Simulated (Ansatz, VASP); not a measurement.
## TaN: VASP beside Ansatz

```
Ta N
1.0
     2.98309    0.00000    0.00000
    -1.49154    2.58343    0.00000
     0.00000    0.00000    2.79651
Ta N
1 1
Direct
  0.33333 0.66667 0.50000
  0.00000 0.00000 0.00000
```

Change from the starting cell: z stretched by -3 % at fixed volume, PAW files.

Alike in both runs: task electric field gradients; functional PBE; k mesh 12 × 12 × 10; occupations fermi-dirac, width 0.02 eV; no spin polarisation.

|  | VASP | Ansatz |
| --- | --- | --- |
| version | VASP 6.6.1 | Ansatz 0.2.0 |
| potentials or method | VASP PAW PBE potentials, release 64 (Ta_sv_GW, N) | PAW with Ansatz's default frozen-core files, scalar-relativistic |
| plane-wave cutoff (eV) | 520 | 420 |
| valence electrons in the cell | 18 | 18 |

Ansatz gave:

```
pressure (GPa)                                                : 6.4
traceless stress, the component that is largest in VASP (GPa) : 20.71
size of Vzz on the site where it differs most (V/Å²)          : 18.8
```

Problem. What did VASP give for the same quantities?

Solution. Pressure (GPa): 6.1; traceless stress, the component that is largest in VASP (GPa): 20.72; size of Vzz on the site where it differs most (V/Å²): 4.4.

Spin-orbit coupling is off throughout.
